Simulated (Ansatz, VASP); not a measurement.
**C: VASP beside Ansatz**

```
CELL_PARAMETERS angstrom
1.31446 0.75890 6.35271
-1.31446 0.75890 6.35271
0.00000 -1.51781 6.35271
ATOMIC_POSITIONS crystal
C 0.00000 0.00000 0.00000
C 0.22222 0.22222 0.22222
C 0.77778 0.77778 0.77778
```

Alike in both runs: task single point; functional PBE; k mesh 9 × 9 × 9; occupations gaussian, width 0.1 eV; no spin polarisation.

|  | VASP | Ansatz |
| --- | --- | --- |
| version | VASP 6.6.1 | Ansatz 0.2.0 |
| potentials or method | VASP PAW PBE potentials, release 64 (C), cutoff 520 eV | scalar-relativistic, plane waves, PAW |
| valence electrons in the cell | 12 | 12 |

|  | VASP | Ansatz | Ansatz less VASP |
| --- | --- | --- | --- |
| gap on the k mesh at the Fermi level (eV) | none | none | - |
| rms of the force components (eV/Å) | 0.054 | 0.054 | +0.0001 |

Atom by atom the forces differ by 0.000 eV/Å (rms over components). A gap of «none» marks a metal or a gap that the smearing closes.
